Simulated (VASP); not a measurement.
# PbS (Fm-3m) in VASP: further runs

Aim: see how the results for PbS move with the level of theory and the settings. Levels: LDA, PBE. Tasks: single point.

All numbers are computed with VASP 6.6.1; they aren't measurements. Logs are shortened: lines on timing, memory, paths and dates and some standing lists are left out, and cuts for length are marked.

### 1 The cell of the first run

It takes space group Fm-3m (No. 225, cubic). Conventional cell: a = 6.009 Å, b = 6.009 Å, c = 6.009 Å, α = 90.00°, β = 90.00°, γ = 90.00°. Within 4.0 Å of Pb (site symmetry m-3m) lie 6 S at 3.00 Å. S (site symmetry m-3m) has 6 Pb at 3.00 Å within 4.0 Å.

### 2 Single point, LDA

Input file INCAR:

```
SYSTEM = PbS
  PREC = Accurate
  ENCUT = 520
  EDIFF = 1E-6
  ISMEAR = 0
  SIGMA = 0.05
  LREAL = .FALSE.
  LASPH = .TRUE.
  NELM = 60
  ALGO = Normal
  ISIF = 2
  LWAVE = .FALSE.
  LCHARG = .FALSE.
  GGA = CA
  NBANDS = 17
```

Input file KPOINTS:

```
Automatic mesh
0
G
  10 10 10
  0 0 0
```

Input file POSCAR:

```
PbS
1.0
    0.0000000000      3.0045317637      3.0045317637
    3.0045317637      0.0000000000      3.0045317637
    3.0045317637      3.0045317637      0.0000000000
Pb S
1 1
Direct
    0.5000000000      0.5000000000      0.5000000000
    0.0000000000      0.0000000000      0.0000000000
```

Potentials or basis: VASP PAW LDA potentials, release 64 (Pb_d, S).

Launch:

```
$ cat potpaw_LDA.64/Pb_d/POTCAR potpaw_LDA.64/S/POTCAR > POTCAR
$ mpirun -np 1 vasp_std > vasp.out
```

OUTCAR:

```text
SYSTEM = PbS
   PREC = Accurate
   ENCUT = 520
   EDIFF = 1E-6
   ISMEAR = 0
   LREAL = .FALSE.
   LASPH = .TRUE.
   NELM = 60
   ISIF = 2
   GGA = CA

 ion  position               nearest neighbor table
   1  0.500  0.500  0.500-   2 3.00   2 3.00   2 3.00   2 3.00   2 3.00   2 3.00
   2  0.000  0.000  0.000-   1 3.00   1 3.00   1 3.00   1 3.00   1 3.00   1 3.00

  LATTYP: Found a face centered cubic cell.
 ALAT       =     6.0090635274

  Lattice vectors:

 A1 = (   0.0000000000,   3.0045317637,   3.0045317637)
 A2 = (   3.0045317637,   0.0000000000,   3.0045317637)
 A3 = (   3.0045317637,   3.0045317637,   0.0000000000)

Analysis of symmetry for initial positions (statically):
=====================================================================
 Subroutine PRICEL returns:
 Original cell was already a primitive cell.

 Routine SETGRP: Setting up the symmetry group for a
 face centered cubic supercell.

 Subroutine GETGRP returns: Found 48 space group operations
 (whereof 48 operations were pure point group operations)
 out of a pool of 48 trial point group operations.

The static configuration has the point symmetry O_h .

Analysis of symmetry for dynamics (positions and initial velocities):
=====================================================================
 Subroutine PRICEL returns:
 Original cell was already a primitive cell.

 Routine SETGRP: Setting up the symmetry group for a
 face centered cubic supercell.

 Subroutine GETGRP returns: Found 48 space group operations
 (whereof 48 operations were pure point group operations)
 out of a pool of 48 trial point group operations.

The dynamic configuration has the point symmetry O_h .

 Subroutine INISYM returns: Found 48 space group operations
 (whereof 48 operations are pure point group operations),
 and found     1 'primitive' translations

----------------------------------------------------------------------------------------

                                     Primitive cell

  volume of cell :      54.2451

  direct lattice vectors                    reciprocal lattice vectors
     0.000000000  3.004531764  3.004531764    -0.166415282  0.166415282  0.166415282
     3.004531764  0.000000000  3.004531764     0.166415282 -0.166415282  0.166415282
     3.004531764  3.004531764  0.000000000     0.166415282  0.166415282 -0.166415282

  length of vectors
     4.249049569  4.249049569  4.249049569     0.288239723  0.288239723  0.288239723

  position of ions in fractional coordinates (direct lattice)
     0.500000000  0.500000000  0.500000000
     0.000000000  0.000000000  0.000000000

  ion indices of the primitive-cell ions
   primitive index   ion index
                 1           1
                 2           2

----------------------------------------------------------------------------------------

 KPOINTS: Automatic mesh

Automatic generation of k-mesh.
 Grid dimensions read from file:
 generate k-points for:   10   10   10

 Generating k-lattice:

  Cartesian coordinates                     Fractional coordinates (reciprocal lattice)
    -0.016641528  0.016641528  0.016641528     0.100000000  0.000000000  0.000000000
     0.016641528 -0.016641528  0.016641528     0.000000000  0.100000000  0.000000000
     0.016641528  0.016641528 -0.016641528     0.000000000  0.000000000  0.100000000

  Length of vectors
     0.028823972  0.028823972  0.028823972

  Shift w.r.t. Gamma in fractional coordinates (k-lattice)
     0.000000000  0.000000000  0.000000000

 Subroutine IBZKPT returns following result:
 ===========================================

 Found     47 irreducible k-points:

 Following reciprocal coordinates:
            Coordinates               Weight
  0.000000  0.000000  0.000000      1.000000
  0.100000  0.000000  0.000000      8.000000
  0.200000  0.000000  0.000000      8.000000
  0.300000  0.000000  0.000000      8.000000
  0.400000  0.000000  0.000000      8.000000
  0.500000  0.000000  0.000000      4.000000
[... 16 lines left out ...]
  0.300000  0.300000  0.000000      6.000000
  0.400000  0.300000  0.000000     24.000000
 [... further k-points ...]
   k-points           NKPTS =     47   k-points in BZ     NKDIM =     47   number of bands    NBANDS=     17
   number of dos      NEDOS =    301   number of ions     NIONS =      2
   total plane-waves  NPLWV =  32768
   dimension x,y,z NGX =    32 NGY =   32 NGZ =   32
   dimension x,y,z NGXF=    64 NGYF=   64 NGZF=   64
   ions per type =               1   1
   NGX,Y,Z   is equivalent  to a cutoff of  12.52, 12.52, 12.52 a.u.
   NGXF,Y,Z  is equivalent  to a cutoff of  25.04, 25.04, 25.04 a.u.
 SYSTEM =  PbS
   PREC   = accura    normal or accurate (medium, high low for compatibility)
   ISTART =      0    job   : 0-new  1-cont  2-samecut
   ICHARG =      2    charge: 1-file 2-atom 10-const
   ISPIN  =      1    spin polarized calculation?
   LNONCOLLINEAR =      F non collinear calculations
   LSORBIT =      F    spin-orbit coupling
   LASPH  =      T    aspherical Exc in radial PAW
   ENCUT  =  520.0 eV  38.22 Ry    6.18 a.u.   7.90  7.90  7.90*2*pi/ulx,y,z
   NELM   =     60;   NELMIN=  2; NELMDL= -5     # of ELM steps
   EDIFF  = 0.1E-05   stopping-criterion for ELM
   LREAL  =      F    real-space projection
   EDIFFG = 0.1E-04   stopping-criterion for IOM
   NSW    =      0    number of steps for IOM
   IBRION =     -1    ionic relax: 0-MD 1-quasi-New 2-CG
   NFREE  =      0    steps in history (QN), initial steepest desc. (CG)
   ISIF   =      2    stress and relaxation
   ISYM   =      2    0-nonsym 1-usesym 2-fastsym
   POTIM  = 0.5000    time-step for ionic-motion
   TEBEG  =    0.0;   TEEND  =   0.0 temperature during run
   PSTRESS=    0.0 pullay stress
   NELECT =      20.0000    total number of electrons
   NUPDOWN=      -1.0000    fix difference up-down
   EMIN   =  10.00;   EMAX   =-10.00  energy-range for DOS
   EFERMI =   0.00;   METHOD = LEGACY
   ISMEAR =     0;   SIGMA  =   0.05  broadening in eV -4-tet -1-fermi 0-gaus
   EFERMI_NEDOS =   21; number of points for ismear=-14 and -15
   IALGO  =     38    algorithm
   IMIX   =      4    mixing-type and parameters
     AMIX     =   0.40;   BMIX     =  1.00
     AMIX_MAG =   1.60;   BMIX_MAG =  1.00
  volume/ion in A,a.u.               =      27.12       183.03
  Fermi-wavevector in a.u.,A,eV,Ry     =   1.173901  2.218351 18.749412  1.378043
  Thomas-Fermi vector in A             =   2.310306
   LORBIT       =      0    0 simple, 1 ext, 2 COOP (PROOUT), +10 PAW based schemes
   GGA     = CA    functional components
   LHFCALC =     F    Hartree Fock is set to
   AEXX    =    0.0000 exact exchange contribution
   IVDW    =     0    specifies the selected vdW correction
   LEPSILON=     F    determine dielectric tensor
   LRPA    =     F    only Hartree local field effects (RPA)
 non-spin polarized calculation
 Gauss-broadening in eV      SIGMA  =   0.05
  energy-cutoff  :      520.00
  volume of cell :       54.25
 maximum number of plane-waves:      1476
   NGX = 15   NGY = 15   NGZ = 15

 number of electron      20.0000003 magnetization

 Free energy of the ion-electron system (eV)
  ---------------------------------------------------
  ext. energy  EPLUGINS =         0.00000000
  ---------------------------------------------------
  free energy    TOTEN  =        -9.93672992 eV

  energy without entropy =       -9.93672991  energy(sigma->0) =       -9.93672992

 E-fermi :   5.2220     XC(G=0):  -9.8523

 val. band max:        5.0527909419   @ k =   0.5000   0.0000   0.0000
 cond. band min:       5.3911315986   @ k =   0.5000   0.0000   0.0000
 fundamental gap:      0.3383406567
 Fermi energy:         5.2219966170

 k-point     1 :       0.0000    0.0000    0.0000
  band No.  band energies     occupation
      1     -11.6238      2.00000
      2     -11.6238      2.00000
      3     -11.6238      2.00000
      4     -11.6136      2.00000
      5     -11.6136      2.00000
      6      -8.1365      2.00000
[... 9 lines left out ...]
     16      11.8257      0.00000
     17      13.6306      0.00000

 k-point     2 :       0.1000    0.0000    0.0000
  band No.  band energies     occupation
      1     -11.6234      2.00000
      2     -11.6220      2.00000
      3     -11.6220      2.00000
      4     -11.6140      2.00000
      5     -11.6140      2.00000
      6      -8.0541      2.00000
[... 9 lines left out ...]
     16      12.0642      0.00000
     17      14.4414      0.00000

 k-point     3 :       0.2000    0.0000    0.0000
  band No.  band energies     occupation
      1     -11.6253      2.00000
      2     -11.6253      2.00000
      3     -11.6223      2.00000
      4     -11.6071      2.00000
      5     -11.6071      2.00000
      6      -7.8177      2.00000
[... 9 lines left out ...]
     16      12.6329      0.00000
     17      15.8849      0.00000

 k-point     4 :       0.3000    0.0000    0.0000
  band No.  band energies     occupation
      1     -11.6328      2.00000
      2     -11.6328      2.00000
      3     -11.6212      2.00000
      4     -11.5952      2.00000
      5     -11.5952      2.00000
      6      -7.4688      2.00000
[... 9 lines left out ...]
     16      13.4742      0.00000
     17      17.0612      0.00000
[... 343 lines left out ...]
      1     -11.6381      2.00000
      2     -11.6282      2.00000
      3     -11.6178      2.00000
      4     -11.6039      2.00000
      5     -11.5937      2.00000
      6      -7.3459      2.00000
[... 9 lines left out ...]
     16      14.8070      0.00000
     17      15.3014      0.00000

 k-point    23 :       0.3000    0.3000    0.0000
  band No.  band energies     occupation
      1     -11.6829      2.00000
      2     -11.6385      2.00000
      3     -11.5986      2.00000
      4     -11.5890      2.00000
      5     -11.5890      2.00000
      6      -7.2300      2.00000
[... 9 lines left out ...]
     16      15.4149      0.00000
     17      15.8693      0.00000

 k-point    24 :       0.4000    0.3000    0.0000
  band No.  band energies     occupation
      1     -11.6996      2.00000
      2     -11.6384      2.00000
      3     -11.6005      2.00000
      4     -11.5833      2.00000
      5     -11.5796      2.00000
      6      -6.9568      2.00000
[... 9 lines left out ...]
     16      15.9103      0.00000
     17      16.6545      0.00000

 [... further k-points ...]

------------------------ aborting loop because EDIFF is reached ----------------------------------------

  FORCE on cell =-STRESS in cart. coord.  units (eV):
  Direction    XX          YY          ZZ          XY          YZ          ZX
  --------------------------------------------------------------------------------------
  -------------------------------------------------------------------------------------
  Total       -1.5112243     -1.5112243     -1.5112243      0.0000000     -0.0000000      0.0000000
  in kB      -44.6353672    -44.6353672    -44.6353672      0.0000000     -0.0000000      0.0000000
  external PRESSURE =     -44.6353672 kB  Pullay stress =       0.0000000 kB

 VOLUME and BASIS-vectors are now :
 -----------------------------------------------------------------------------
  energy-cutoff  :      520.00
  volume of cell :       54.25
      direct lattice vectors                 reciprocal lattice vectors
     0.000000000  3.004531764  3.004531764    -0.166415282  0.166415282  0.166415282
     3.004531764  0.000000000  3.004531764     0.166415282 -0.166415282  0.166415282
     3.004531764  3.004531764  0.000000000     0.166415282  0.166415282 -0.166415282

 POSITION                                       TOTAL-FORCE (eV/Angst)
 -----------------------------------------------------------------------------------
      3.00453      3.00453      3.00453         0.000000     -0.000000      0.000000
      0.00000      0.00000      0.00000        -0.000000      0.000000     -0.000000
 -----------------------------------------------------------------------------------
    total drift:                                0.000000     -0.000000      0.000000

  FREE ENERGIE OF THE ION-ELECTRON SYSTEM (eV)
  ---------------------------------------------------
  free  energy   TOTEN  =        -9.9367299170 eV

  energy  without entropy=       -9.9367299146  energy(sigma->0) =       -9.93672992
```

Wall time 17 s (1 thread of AMD EPYC 9R45 (Zen 5), shared host); peak memory 0.15 GiB.

Results:

```
Free energy            : -9.9367 eV
Pressure               : -4.5 GPa
Band gap on the k mesh : 0.34 eV, direct
```

Levels at points of the mesh, in eV from the valence-band top:
| k point | band 7 | band 8 | band 9 | band 10 | band 11 | band 12 | band 13 | band 14 |
| --- | --- | --- | --- | --- | --- | --- | --- | --- |
| (0.00, 0.00, 0.00) | -6.11 | -1.94 | -1.94 | -1.94 | 4.99 | 4.99 | 4.99 | 6.77 |
| (0.50, 0.00, 0.00) | -8.67 | -1.56 | -1.56 | 0.00 | 0.34 | 1.95 | 1.95 | 8.46 |
| (0.50, 0.50, 0.00) | -7.19 | -4.89 | -3.18 | -3.18 | 3.93 | 5.37 | 5.45 | 5.45 |

Caveat: spin-orbit coupling is left out, which moves the levels of the heavy elements.

### 3 Single point, PBE (volume scaled by 1.020)

Input file INCAR:

```
SYSTEM = PbS
PREC     = Accurate       ! precision mode
ENCUT    = 520            ! plane-wave cutoff, eV
EDIFF    = 1E-6           ! SCF threshold, eV
ISMEAR   = 0              ! smearing method
SIGMA    = 0.05           ! smearing width, eV
LREAL    = .False.        ! projectors in reciprocal space
LASPH    = .True.         ! aspherical terms in the spheres
NELM     = 60             ! most SCF steps
ALGO     = Normal         ! electronic algorithm
ISIF     = 2              ! what is computed and relaxed
LWAVE    = .False.        ! write WAVECAR
LCHARG   = .False.        ! write CHGCAR
GGA      = PE             ! functional
NBANDS   = 17             ! bands
```

Input file KPOINTS:

```
regular mesh
0
Gamma
  10 10 10
  0 0 0
```

Input file POSCAR:

```
PbS
1.0
    0.0000000000      3.0244299049      3.0244299049
    3.0244299049      0.0000000000      3.0244299049
    3.0244299049      3.0244299049      0.0000000000
Pb S
1 1
Direct
    0.5000000000      0.5000000000      0.5000000000
    0.0000000000      0.0000000000      0.0000000000
```

Potentials or basis: VASP PAW PBE potentials, release 64 (Pb_d, S).

Launch:

```
$ cat potpaw_PBE.64/Pb_d/POTCAR potpaw_PBE.64/S/POTCAR > POTCAR
$ mpirun -np 1 vasp_std > vasp.out
```

Wall time 19 s (1 thread of AMD EPYC 9R45 (Zen 5), shared host); peak memory 0.17 GiB.

The run converged. Its results:

| Item | Value |
| --- | --- |
| Free energy | -8.7660 eV |
| Pressure | -1.1 GPa |
| Band gap on the k mesh | 0.56 eV, direct |

Levels at points of the mesh, in eV from the valence-band top:
```tsv
k point	band 8	band 9	band 10	band 11	band 12	band 13
(0.00, 0.00, 0.00)	-1.83	-1.83	-1.83	5.09	5.09	5.09
(0.50, 0.00, 0.00)	-1.48	-1.48	0.00	0.56	2.14	2.14
(0.50, 0.50, 0.00)	-4.65	-3.01	-3.01	4.17	5.43	5.52
```

Caveat: spin-orbit coupling is left out, which moves the levels of the heavy elements. A k mesh can miss the band edges.

### 4 Single point, PBE (volume scaled by 1.040)

Input file INCAR:

```
ALGO = Normal ; EDIFF = 1E-6
ENCUT = 520 ; GGA = PE
ISIF = 2 ; ISMEAR = 0
LASPH = True ; LCHARG = False
LREAL = False ; LWAVE = False
NBANDS = 17 ; NELM = 100
PREC = Accurate ; SIGMA = 0.05
```

Input file KPOINTS:

```
k-points
0
Gamma
  10 10 10
```

Input file POSCAR:

```
PbS
1.0
    0.0000000000      3.0440696105      3.0440696105
    3.0440696105      0.0000000000      3.0440696105
    3.0440696105      3.0440696105      0.0000000000
Pb S
1 1
Direct
    0.5000000000      0.5000000000      0.5000000000
    0.0000000000      0.0000000000      0.0000000000
```

Launch:

```
$ cat potpaw_PBE.64/Pb_d/POTCAR potpaw_PBE.64/S/POTCAR > POTCAR
$ mpirun -np 1 vasp_std > vasp.out
```

It took 20 s on 1 thread of AMD EPYC 9R45 (Zen 5), shared host; peak memory 0.17 GiB.

It converged, with:

```
Free energy            : -8.7561 eV
Pressure               : -2.0 GPa
Band gap on the k mesh : 0.62 eV, direct
```

Levels at points of the mesh, in eV from the valence-band top:
```
           k point  band 8  band 9  band 10  band 11  band 12  band 13
(0.00, 0.00, 0.00)   -1.73   -1.73    -1.73     5.05     5.05     5.05
(0.50, 0.00, 0.00)   -1.39   -1.39     0.00     0.62     2.18     2.18
(0.50, 0.50, 0.00)   -4.48   -2.88    -2.88     4.26     5.38     5.46
```

Caveat: spin-orbit coupling is left out, which moves the levels of the heavy elements. A k mesh can miss the band edges.

### 5 Overview

| level | potentials or basis | cell | gap on the mesh (eV) | pressure (GPa) |
| --- | --- | --- | --- | --- |
| LDA | VASP PAW LDA potentials, release 64 (Pb_d, S) | a = 4.249 Å, angles 60.0°, 2 atoms | 0.34 | -4.5 |
| PBE | VASP PAW PBE potentials, release 64 (Pb_d, S) | a = 4.277 Å, angles 60.0°, 2 atoms | 0.56 | -1.1 |
| PBE | VASP PAW PBE potentials, release 64 (Pb_d, S) | a = 4.305 Å, angles 60.0°, 2 atoms | 0.62 | -2.0 |

Alike in all rows: task single point; no spin polarisation; k mesh 10 × 10 × 10; cutoff (eV) 520; smearing gaussian 0.05 eV.

Caveats: spin-orbit coupling is left out, which moves the levels of the heavy elements.

Absolute energies hang on the potentials; compare differences alone.
